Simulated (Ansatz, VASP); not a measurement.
**CsSnI3: VASP beside Ansatz**

Contents of POSCAR:

```
CsSnI3
1.0
    6.2414907048      0.0000000000      0.0000000000
    0.0000000000      6.2414907048      0.0000000000
    0.0000000000      0.0000000000      5.9918310766
Cs Sn I
1 1 3
Direct
    0.0000000000      0.0000000000      0.0000000000
    0.5000000000      0.5000000000      0.5000000000
    0.5000000000      0.5000000000      0.0000000000
    0.5000000000      0.0000000000      0.5000000000
    0.0000000000      0.5000000000      0.5000000000
```

Contents of INCAR.step1:

```
SYSTEM = CsSnI3
ALGO = Normal ; EDIFF = 1E-4
ENCUT = 520 ; GGA = PE
ISMEAR = -1 ; LASPH = .TRUE.
LCHARG = .FALSE. ; LREAL = .FALSE.
LWAVE = .TRUE. ; NBANDS = 30
NELM = 60 ; PREC = Accurate
SIGMA = 0.02
```

Contents of INCAR.step2:

```
SYSTEM = CsSnI3
ALGO = Normal ; EDIFF = 1E-6
ENCUT = 520 ; ISIF = 2
ISMEAR = -1 ; ISTART = 1
LASPH = .TRUE. ; LCHARG = .FALSE.
LMIXTAU = .TRUE. ; LREAL = .FALSE.
LWAVE = .FALSE. ; METAGGA = R2SCAN
NBANDS = 30 ; NELM = 60
PREC = Accurate ; SIGMA = 0.02
```

Contents of KPOINTS:

```
k-points
0
G
  4 4 4
  0 0 0
```

Input for Ansatz:

```yaml
crystal:
  lattice:
    - [6.2414907048, 0.0, 0.0]
    - [0.0, 6.2414907048, 0.0]
    - [0.0, 0.0, 5.9918310766]
  atoms:
    - { symbol: Cs, position: [0.0, 0.0, 0.0] }
    - { symbol: Sn, position: [0.5, 0.5, 0.5] }
    - { symbol: I, position: [0.5, 0.5, 0.0] }
    - { symbol: I, position: [0.5, 0.0, 0.5] }
    - { symbol: I, position: [0.0, 0.5, 0.5] }
kpoints:
  mp_grid: { grid: [4, 4, 4] }
  band_path:
    path: [[0.0, 0.0, 0.0], [0.0, 0.5, 0.0], [0.5, 0.5, 0.0], [0.5, 0.5, 0.5]]
    npoints: 1
hamiltonian:
  xc: r2scan
scf:
  occupations: { method: fermi_dirac, width: 0.02 }
  n_extra_bands: 5
output:
  forces: true
  stress: true
  eigenvalues: true
```

Change from the starting cell: uniaxial_z strain -4.0%.

Alike in both runs: task single point; functional r2SCAN; k mesh 4 × 4 × 4; occupations fermi-dirac, width 0.02 eV; no spin polarisation.

|  | VASP | Ansatz |
| --- | --- | --- |
| version | VASP 6.6.1 | Ansatz 0.2.0 |
| potentials or method | VASP PAW PBE potentials, release 64 (Cs_sv, Sn_d, I) | plane waves, PAW |
| plane-wave cutoff (eV) | 520 | 500 |
| valence electrons in the cell | 44 | 74 |

```tsv
	VASP	Ansatz	Ansatz less VASP
pressure (GPa)	0.9	0.9	0.00
traceless stress, the component that is largest in VASP (GPa)	1.26	1.26	-0.002
```

VASP's potentials were made for PBE, not for r2SCAN. VASP's potentials hold 44 valence electrons a cell and Ansatz's 74, so a difference there can come from the potentials and not from the codes.

Neither program's run includes spin-orbit coupling.
